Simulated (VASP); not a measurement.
# Pb: single point with PBE

The system is Pb.

```
Pb
1.0
     3.08715    0.00000    0.00000
    -1.54358    2.67355    0.00000
     0.00000    0.00000    2.90551
Pb
1
Cartesian
  0.0000 0.0000 0.0000
```

This cell differs from its parent crystal: Si replaced by Pb, lengths x 1.189, strained.

```json
{
  "Program": "VASP 6.6.1",
  "Task": "single point",
  "Functional": "PBE",
  "Potentials or basis": "VASP PAW PBE potentials, release 64 (Pb_d)",
  "Cutoff": "500 eV",
  "k mesh": "6 × 6 × 6",
  "Occupations": "gaussian, width 0.1 eV",
  "Spin": "no spin polarisation",
  "Dipole correction": "no",
  "Further INCAR settings": "ALGO = Normal; EDIFF = 1e-06; NBANDS = 13"
}
```

The pressure is 26.7 GPa and the band gap on the k mesh is zero (bands 7 and 8 overlap by 9.02 eV).

Stress tensor (GPa, compression positive):
```
23.40  0.00  0.00
 0.00 23.40  0.00
 0.00  0.00 33.20
```

Levels at points of the mesh, in eV from the Fermi level:
```
           k point  band 5  band 6  band 7  band 8  band 9  band 10
(0.00, 0.00, 0.00)  -17.24  -14.16    5.45    7.96    7.96     9.65
(0.50, 0.00, 0.00)  -17.16   -9.06   -6.02    3.28    8.04    10.16
(0.00, 0.00, 0.50)  -17.62  -10.10   -6.37   11.90   12.13    12.35
(0.50, 0.00, 0.50)  -16.91   -5.22   -3.04   -2.46    3.35     6.63
```

It took 3.1 s on 1 thread of Intel(R) Xeon(R) 6975P-C (Granite Rapids), on a shared host, peak memory 0.13 GiB.

Caveat: the k points lie up to 0.39 Å⁻¹ apart, too coarse for converged energies and pressures of a metal; the cell differs from its parent crystal (Si replaced by Pb, lengths x 1.189, strained); spin-orbit coupling is left out, which moves the levels of the heavy elements.
